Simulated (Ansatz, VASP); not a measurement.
# Two plane-wave programs on Cu

```
Cu
1.0
    -1.39960    1.39960    1.45110
     1.39960   -1.39960    1.45110
     1.39960    1.39960   -1.45110
Cu
1
Direct
  0.00000 0.00000 0.00000
```

Alike in both runs: task single point; functional PBE; k mesh 22 × 22 × 22; occupations gaussian, width 0.15 eV; no spin polarisation.

|  | VASP | Ansatz |
| --- | --- | --- |
| version | VASP 6.6.1 | Ansatz 0.2.0 |
| potentials or method | VASP PAW PBE potentials, release 64 (Cu), cutoff 520 eV | scalar-relativistic, plane waves, PAW |
| valence electrons in the cell | 11 | 19 |

Ansatz gave:

```
gap on the k mesh at the Fermi level (eV)                     : none
pressure (GPa)                                                : 8.5
traceless stress, the component that is largest in VASP (GPa) : 0.41
```

Q: Which values does VASP return?

A: gap on the k mesh at the Fermi level (eV): none; pressure (GPa): 9.2; traceless stress, the component that is largest in VASP (GPa): 0.43.

A gap of «none» marks a metal or a gap that the smearing closes. VASP's potentials hold 11 valence electrons a cell and Ansatz's 19, so a difference there can come from the potentials and not from the codes.
